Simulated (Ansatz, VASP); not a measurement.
## KF in VASP and in Ansatz

```
K F
1.0
     0.00000    2.67185    2.67185
     2.67185    0.00000    2.67185
     2.67185    2.67185    0.00000
K F
1 1
Direct
  0.00000 0.00000 0.00000
  0.50000 0.50000 0.50000
```

Alike in both runs: task single point; functional LDA; k mesh 9 × 9 × 9; occupations gaussian, width 0.1 eV; no spin polarisation.

|  | VASP | Ansatz |
| --- | --- | --- |
| version | VASP 6.6.1 | Ansatz 0.2.0 |
| potentials or method | VASP PAW LDA potentials, release 64 (K_sv, F), cutoff 520 eV | all-electron LAPW, scalar-relativistic |

```csv
,VASP,Ansatz,Ansatz less VASP
gap on the k mesh at the Fermi level (eV),5.79,5.80,+0.009
least direct gap on the mesh (eV),5.79,5.80,+0.009
pressure (GPa),-3.4,-3.5,-0.09
```

LDA's correlation is that of Perdew and Zunger in VASP and of Perdew and Wang (1992) in Ansatz. Ansatz ran all-electron here, and VASP with PAW potentials.
